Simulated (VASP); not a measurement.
Input of a VASP 6.6.1 run:

INCAR

```
SYSTEM = SrRe
ALGO = Normal ; EDIFF = 1E-6
ENCUT = 520 ; GGA = PE
ISIF = 2 ; ISMEAR = 0
LASPH = .TRUE. ; LCHARG = .FALSE.
LREAL = .FALSE. ; LWAVE = .FALSE.
NBANDS = 16 ; NELM = 100
PREC = Accurate ; SIGMA = 0.05
```

The input KPOINTS:

```
k-points
0
G
  10 10 10
  0 0 0
```

The input POSCAR:

```
SrRe
1.0
    3.7554622156      0.0000000000      0.0000000000
    0.0000000000      3.7554622156      0.0000000000
    0.0000000000      0.0000000000      3.7554622156
Sr Re
1 1
Direct
    0.0000000000      0.0000000000      0.0000000000
    0.5000000000      0.5000000000      0.5000000000
```

Potentials or basis: VASP PAW PBE potentials, release 64 (Sr_sv, Re).

The run is started by

```bash
$ cat potpaw_PBE.64/Sr_sv/POTCAR potpaw_PBE.64/Re/POTCAR > POTCAR
$ mpirun -np 1 vasp_std > vasp.out
```

(1) What does it give for the pressure?

Results:

(1) -4.7 GPa.
